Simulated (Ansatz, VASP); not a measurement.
**One calculation of Al, two programs**

```
Al
1.0
    -1.60632    1.60632   -1.60632
    -1.60632   -1.60632    1.60632
    -0.80316    5.94338    6.90717
Al
4
Direct
  0.91250 0.65000 0.87500
  0.48750 0.45000 0.12500
  0.96250 0.85000 0.37500
  0.43750 0.25000 0.62500
```

Alike in both runs: task single point; functional PBEsol; k mesh 16 × 16 × 5; occupations gaussian, width 0.15 eV; no spin polarisation.

```csv
,VASP,Ansatz
version,VASP 6.6.1,Ansatz 0.2.0
potentials or method,"VASP PAW PBE potentials, release 64 (Al), cutoff 520 eV","scalar-relativistic, plane waves, PAW"
valence electrons in the cell,12,12
```

VASP gave:

* gap on the k mesh at the Fermi level (eV): none
* pressure (GPa): 1.5
* traceless stress, the component that is largest in VASP (GPa): 2.54
* rms of the force components (eV/Å): 0.351

Which values does Ansatz return?

gap on the k mesh at the Fermi level (eV): none; pressure (GPa): 1.4; traceless stress, the component that is largest in VASP (GPa): 2.53; rms of the force components (eV/Å): 0.349.

VASP's potentials were made for PBE, not for PBEsol, and Ansatz warns of the same on its side. Atom by atom the forces differ by 0.002 eV/Å (rms over components). A gap of «none» marks a metal or a gap that the smearing closes.
